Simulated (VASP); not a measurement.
Input of a VASP 6.6.1 run:

INCAR

```
PREC = Accurate ; ENCUT = 700
EDIFF = 1E-6 ; ISMEAR = -1
SIGMA = 0.05 ; LREAL = F
LASPH = T ; NELM = 200
ALGO = Normal ; ISIF = 2
LWAVE = F ; LCHARG = F
LMAXMIX = 4 ; LDAU = T
LDAUTYPE = 2 ; LDAUL = 2 -1
LDAUU = 5.3 0 ; LDAUJ = 0 0
LDAUPRINT = 1 ; NBANDS = 20
GGA_COMPAT = F
```

The input KPOINTS:

```
Automatic mesh
0
Gamma
  11 11 11
```

POSCAR

```
CuO
1.0
    0.0000000000      2.1165600000      2.1165600000
    2.1165600000      0.0000000000      2.1165600000
    2.1165600000      2.1165600000      0.0000000000
Cu O
1 1
Direct
    0.0294977200      0.0281008700      0.9080259900
    0.4705022800      0.4718991300      0.5919740100
```

Potentials or basis: VASP PAW LDA potentials, release 64 (Cu_sv_GW, O).

Command:

```console
$ cat potpaw_LDA.64/Cu_sv_GW/POTCAR potpaw_LDA.64/O/POTCAR > POTCAR
$ mpirun -np 1 vasp_std > vasp.out
```

**Question.** Predict the largest force.

**Answer.** 0.753 eV/Å.

**Question.** What does it give for the pressure?

**Answer.** -2.6 GPa.

**Question.** Predict the band gap on the k mesh.

**Answer.** Zero (an odd number of electrons rules out a gap without spin polarisation).

Stress tensor (GPa, compression positive):
```
-1.39 -2.72  2.21
-2.72 -2.09  2.08
 2.21  2.08 -4.35
```

Caveat: an odd number of electrons without spin polarisation forces a metal; a magnetic or distorted state may lie lower; U without spin polarisation on a metal has little footing.
